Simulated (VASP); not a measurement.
# GeSBr (P4/nmm) in VASP: single point with PBE

Aim: the single point of GeSBr with PBE.

Program: VASP 6.6.1. These are calculated values, not measurements. Logs are shortened: lines on timing, memory, paths and dates and some standing lists are left out, and cuts for length are marked.

### 1 The cell of the first run

The structure is tetragonal, space group P4/nmm (No. 129). Conventional cell: a = 4.255 Å, b = 4.255 Å, c = 8.078 Å, α = 90.00°, β = 90.00°, γ = 90.00°. Br (site symmetry -4m2) has 4 Ge at 2.86 Å and 4 Br at 3.01 Å and 4 S at 3.53 Å within 3.8 Å. Within 3.8 Å of Ge (site symmetry 4mm) lie 4 Br at 2.86 Å and 5 S at 3.14 to 3.35 Å. S (site symmetry 4mm) has 5 Ge at 3.14 to 3.35 Å and 4 Br at 3.53 Å and 8 S at 3.88 to 4.25 Å within 4.3 Å.

### 2 Single point, PBE

File INCAR:

```
SYSTEM = GeSBr
PREC = Accurate ; ENCUT = 520
EDIFF = 1E-6 ; ISMEAR = -1
SIGMA = 0.1 ; LREAL = .False.
LASPH = .True. ; NELM = 80
ALGO = Normal ; ISIF = 2
LWAVE = .False. ; LCHARG = .True.
GGA = PE ; LELF = .True.
LVHAR = .True. ; NBANDS = 36
```

File KPOINTS:

```
Automatic mesh
0
Gamma
  8 8 4
  0 0 0
```

File POSCAR:

```
GeSBr
1.0
    4.2548430000      0.0000000000      0.0000000000
    0.0000000000      4.2548430000      0.0000000000
    0.0000000000      0.0000000000      8.0778240000
Br Ge S
2 2 2
Direct
    0.7500000000      0.2500000000      0.0000000000
    0.2500000000      0.7500000000      0.0000000000
    0.2500000000      0.2500000000      0.2370000000
    0.7500000000      0.7500000000      0.7630000000
    0.2500000000      0.2500000000      0.6520000000
    0.7500000000      0.7500000000      0.3480000000
```

Potentials or basis: VASP PAW PBE potentials, release 64 (Br, Ge_d, S).

Launch:

```sh
cat potpaw_PBE.64/Br/POTCAR potpaw_PBE.64/Ge_d/POTCAR potpaw_PBE.64/S/POTCAR > POTCAR
mpirun -np 1 vasp_std > vasp.out
```

OUTCAR:

```text
SYSTEM = GeSBr
   PREC = Accurate
   ENCUT = 520
   EDIFF = 1E-6
   ISMEAR = -1
   LREAL = .False.
   LASPH = .True.
   NELM = 80
   ISIF = 2
   GGA = PE

 ion  position               nearest neighbor table
   1  0.750  0.250  0.000-
   2  0.250  0.750  0.000-
   3  0.250  0.250  0.237-
   4  0.750  0.750  0.763-
   5  0.250  0.250  0.652-
   6  0.750  0.750  0.348-

  LATTYP: Found a simple tetragonal cell.
 ALAT       =     4.2548430000
 C/A-ratio  =     1.8985010728

  Lattice vectors:

 A1 = (   4.2548430000,   0.0000000000,   0.0000000000)
 A2 = (   0.0000000000,   4.2548430000,   0.0000000000)
 A3 = (   0.0000000000,   0.0000000000,   8.0778240000)

Analysis of symmetry for initial positions (statically):
=====================================================================
 Subroutine PRICEL returns:
 Original cell was already a primitive cell.

 Routine SETGRP: Setting up the symmetry group for a
 simple tetragonal supercell.

 Subroutine GETGRP returns: Found 16 space group operations
 (whereof  4 operations were pure point group operations)
 out of a pool of 16 trial point group operations.

The static configuration has the point symmetry C_2h.
 The point group associated with its full space group is D_4h.

Analysis of symmetry for dynamics (positions and initial velocities):
=====================================================================
 Subroutine PRICEL returns:
 Original cell was already a primitive cell.

 Routine SETGRP: Setting up the symmetry group for a
 simple tetragonal supercell.

 Subroutine GETGRP returns: Found 16 space group operations
 (whereof  4 operations were pure point group operations)
 out of a pool of 16 trial point group operations.

The dynamic configuration has the point symmetry C_2h.
 The point group associated with its full space group is D_4h.

 Subroutine INISYM returns: Found 16 space group operations
 (whereof  4 operations are pure point group operations),
 and found     1 'primitive' translations

----------------------------------------------------------------------------------------

                                     Primitive cell

  volume of cell :     146.2384

  direct lattice vectors                    reciprocal lattice vectors
     4.254843000  0.000000000  0.000000000     0.235026298  0.000000000  0.000000000
     0.000000000  4.254843000  0.000000000     0.000000000  0.235026298  0.000000000
     0.000000000  0.000000000  8.077824000     0.000000000  0.000000000  0.123795715

  length of vectors
     4.254843000  4.254843000  8.077824000     0.235026298  0.235026298  0.123795715

  position of ions in fractional coordinates (direct lattice)
     0.750000000  0.250000000  0.000000000
     0.250000000  0.750000000  0.000000000
     0.250000000  0.250000000  0.237000000
     0.750000000  0.750000000  0.763000000
     0.250000000  0.250000000  0.652000000
     0.750000000  0.750000000  0.348000000

  ion indices of the primitive-cell ions
   primitive index   ion index
                 1           1
                 2           2
                 3           3
                 4           4
                 5           5
                 6           6

----------------------------------------------------------------------------------------

 KPOINTS: Automatic mesh

Automatic generation of k-mesh.
 Grid dimensions read from file:
 generate k-points for:    8    8    4

 Generating k-lattice:

  Cartesian coordinates                     Fractional coordinates (reciprocal lattice)
     0.029378287  0.000000000  0.000000000     0.125000000  0.000000000  0.000000000
     0.000000000  0.029378287  0.000000000     0.000000000  0.125000000  0.000000000
     0.000000000  0.000000000  0.030948929     0.000000000  0.000000000  0.250000000

  Length of vectors
     0.029378287  0.029378287  0.030948929

  Shift w.r.t. Gamma in fractional coordinates (k-lattice)
     0.000000000  0.000000000  0.000000000

 Subroutine IBZKPT returns following result:
 ===========================================

 Found     45 irreducible k-points:

 Following reciprocal coordinates:
            Coordinates               Weight
  0.000000  0.000000  0.000000      1.000000
  0.125000  0.000000  0.000000      4.000000
  0.250000  0.000000  0.000000      4.000000
  0.375000  0.000000  0.000000      4.000000
  0.500000  0.000000  0.000000      2.000000
  0.125000  0.125000  0.000000      4.000000
[... 16 lines left out ...]
  0.375000  0.125000  0.250000     16.000000
  0.500000  0.125000  0.250000      8.000000
 [... further k-points ...]
   k-points           NKPTS =     45   k-points in BZ     NKDIM =     45   number of bands    NBANDS=     36
   number of dos      NEDOS =    301   number of ions     NIONS =      6
   total plane-waves  NPLWV =  61440
   dimension x,y,z NGX =    32 NGY =   32 NGZ =   60
   dimension x,y,z NGXF=    64 NGYF=   64 NGZF=  120
   ions per type =               2   2   2
   NGX,Y,Z   is equivalent  to a cutoff of  12.50, 12.50, 12.35 a.u.
   NGXF,Y,Z  is equivalent  to a cutoff of  25.01, 25.01, 24.70 a.u.
 SYSTEM =  GeSBr
   PREC   = accura    normal or accurate (medium, high low for compatibility)
   ISTART =      0    job   : 0-new  1-cont  2-samecut
   ICHARG =      2    charge: 1-file 2-atom 10-const
   ISPIN  =      1    spin polarized calculation?
   LNONCOLLINEAR =      F non collinear calculations
   LSORBIT =      F    spin-orbit coupling
   LASPH  =      T    aspherical Exc in radial PAW
   ENCUT  =  520.0 eV  38.22 Ry    6.18 a.u.   7.91  7.91 15.02*2*pi/ulx,y,z
   NELM   =     80;   NELMIN=  2; NELMDL= -5     # of ELM steps
   EDIFF  = 0.1E-05   stopping-criterion for ELM
   LREAL  =      F    real-space projection
   EDIFFG = 0.1E-04   stopping-criterion for IOM
   NSW    =      0    number of steps for IOM
   IBRION =     -1    ionic relax: 0-MD 1-quasi-New 2-CG
   NFREE  =      0    steps in history (QN), initial steepest desc. (CG)
   ISIF   =      2    stress and relaxation
   ISYM   =      2    0-nonsym 1-usesym 2-fastsym
   POTIM  = 0.5000    time-step for ionic-motion
   TEBEG  =    0.0;   TEEND  =   0.0 temperature during run
   PSTRESS=    0.0 pullay stress
   NELECT =      54.0000    total number of electrons
   NUPDOWN=      -1.0000    fix difference up-down
   EMIN   =  10.00;   EMAX   =-10.00  energy-range for DOS
   EFERMI =   0.00;   METHOD = LEGACY
   ISMEAR =    -1;   SIGMA  =   0.10  broadening in eV -4-tet -1-fermi 0-gaus
   EFERMI_NEDOS =   21; number of points for ismear=-14 and -15
   IALGO  =     38    algorithm
   IMIX   =      4    mixing-type and parameters
     AMIX     =   0.40;   BMIX     =  1.00
     AMIX_MAG =   1.60;   BMIX_MAG =  1.00
  volume/ion in A,a.u.               =      24.37       164.48
  Fermi-wavevector in a.u.,A,eV,Ry     =   1.174498  2.219479 18.768494  1.379445
  Thomas-Fermi vector in A             =   2.310894
   LORBIT       =      0    0 simple, 1 ext, 2 COOP (PROOUT), +10 PAW based schemes
   GGA     = PE    functional components
   LHFCALC =     F    Hartree Fock is set to
   AEXX    =    0.0000 exact exchange contribution
   IVDW    =     0    specifies the selected vdW correction
   LEPSILON=     F    determine dielectric tensor
   LRPA    =     F    only Hartree local field effects (RPA)
 non-spin polarized calculation
  energy-cutoff  :      520.00
  volume of cell :      146.24
 maximum number of plane-waves:      3964
 NGX is ok and might be reduce to    32
   NGX = 15   NGY = 15   NGZ = 31

 number of electron      54.0000005 magnetization

 Free energy of the ion-electron system (eV)
  ---------------------------------------------------
  ext. energy  EPLUGINS =         0.00000000
  ---------------------------------------------------
  free energy    TOTEN  =       -17.62752901 eV

  energy without entropy =      -17.37127220  energy(sigma->0) =      -17.49940061

 E-fermi :   2.7876     XC(G=0):  -9.4601

 val. band max:        2.7856988205   @ k =   0.2500   0.0000   0.2500
 cond. band min:       2.7904853911   @ k =   0.2500   0.1250   0.5000
 fundamental gap:      0.0047865706
 Fermi energy:         2.7875732335

 k-point     1 :       0.0000    0.0000    0.0000
  band No.  band energies     occupation
      1     -21.8550      2.00000
      2     -21.8548      2.00000
      3     -21.8511      2.00000
      4     -21.8511      2.00000
      5     -21.8504      2.00000
      6     -21.8504      2.00000
[... 28 lines left out ...]
     35       8.8018      0.00000
     36      10.4021      0.00000

 k-point     2 :       0.1250    0.0000    0.0000
  band No.  band energies     occupation
      1     -21.8549      2.00000
      2     -21.8547      2.00000
      3     -21.8514      2.00000
      4     -21.8511      2.00000
      5     -21.8507      2.00000
      6     -21.8504      2.00000
[... 28 lines left out ...]
     35       9.2405      0.00000
     36      10.4972      0.00000

 k-point     3 :       0.2500    0.0000    0.0000
  band No.  band energies     occupation
      1     -21.8547      2.00000
      2     -21.8545      2.00000
      3     -21.8519      2.00000
      4     -21.8514      2.00000
      5     -21.8510      2.00000
      6     -21.8505      2.00000
[... 28 lines left out ...]
     35      10.0633      0.00000
     36      10.7990      0.00000
[... 742 lines left out ...]
 k-point    23 :       0.3750    0.1250    0.2500
  band No.  band energies     occupation
      1     -21.8544      2.00000
      2     -21.8543      2.00000
      3     -21.8524      2.00000
      4     -21.8522      2.00000
      5     -21.8509      2.00000
      6     -21.8507      2.00000
[... 28 lines left out ...]
     35      10.6919      0.00000
     36      11.1555      0.00000

 k-point    24 :       0.5000    0.1250    0.2500
  band No.  band energies     occupation
      1     -21.8543      2.00000
      2     -21.8543      2.00000
      3     -21.8525      2.00000
      4     -21.8525      2.00000
      5     -21.8508      2.00000
      6     -21.8508      2.00000
[... 28 lines left out ...]
     35      11.0328      0.00000
     36      11.0328      0.00000

 [... further k-points ...]

------------------------ aborting loop because EDIFF is reached ----------------------------------------

  FORCE on cell =-STRESS in cart. coord.  units (eV):
  Direction    XX          YY          ZZ          XY          YZ          ZX
  --------------------------------------------------------------------------------------
  -------------------------------------------------------------------------------------
  Total        0.0243456      0.0243456     -0.4873906      0.0000000     -0.0000000      0.0000000
  in kB        0.2667288      0.2667288     -5.3398159      0.0000000     -0.0000000      0.0000000
  external PRESSURE =      -1.6021194 kB  Pullay stress =       0.0000000 kB

 VOLUME and BASIS-vectors are now :
 -----------------------------------------------------------------------------
  energy-cutoff  :      520.00
  volume of cell :      146.24
      direct lattice vectors                 reciprocal lattice vectors
     4.254843000  0.000000000  0.000000000     0.235026298  0.000000000  0.000000000
     0.000000000  4.254843000  0.000000000     0.000000000  0.235026298  0.000000000
     0.000000000  0.000000000  8.077824000     0.000000000  0.000000000  0.123795715

 POSITION                                       TOTAL-FORCE (eV/Angst)
 -----------------------------------------------------------------------------------
      3.19113      1.06371      0.00000        -0.000000     -0.000000     -0.000000
      1.06371      3.19113      0.00000         0.000000     -0.000000     -0.000000
      1.06371      1.06371      1.91444         0.000000      0.000000      1.226546
      3.19113      3.19113      6.16338        -0.000000     -0.000000     -1.226546
      1.06371      1.06371      5.26674        -0.000000     -0.000000     -0.076835
      3.19113      3.19113      2.81108         0.000000      0.000000      0.076835
 -----------------------------------------------------------------------------------
    total drift:                                0.000000     -0.000000      0.000000

  FREE ENERGIE OF THE ION-ELECTRON SYSTEM (eV)
  ---------------------------------------------------
  free  energy   TOTEN  =       -17.6275290139 eV

  energy  without entropy=      -17.3712721980  energy(sigma->0) =      -17.49940061
```

Wall time 2.8 min (1 thread of AMD EPYC 7R13 (Zen 3), shared host); peak memory 0.34 GiB.

What came out:

- Free energy: -17.6275 eV
- Pressure: -0.2 GPa
- Largest force: 1.227 eV/Å
- Band gap on the k mesh: zero (bands 27 and 28 overlap by 0.79 eV)

Forces on the atoms (eV/Å):
```
Br   0.000  0.000  0.000
Br   0.000  0.000  0.000
Ge   0.000  0.000  1.227
Ge   0.000  0.000 -1.227
S    0.000  0.000 -0.077
S    0.000  0.000  0.077
```

Levels at points of the mesh, in eV from the Fermi level:
```tsv
k point	band 25	band 26	band 27	band 28	band 29	band 30
(0.00, 0.00, 0.00)	-0.96	-0.45	-0.45	-0.34	2.72	2.79
(0.50, 0.00, 0.00)	-0.27	-0.27	-0.07	-0.07	2.46	2.46
(0.50, 0.50, 0.00)	-0.19	-0.19	0.45	0.45	2.51	2.51
(0.00, 0.00, 0.50)	-0.35	-0.35	-0.18	0.10	1.80	2.19
(0.50, 0.00, 0.50)	-0.32	-0.32	0.30	0.30	2.53	2.53
(0.50, 0.50, 0.50)	-0.94	-0.94	0.45	0.45	3.49	3.49
```

Caveat: forces of over 1 eV/Å act on the atoms, so gaps and moduli don't describe the material at rest.
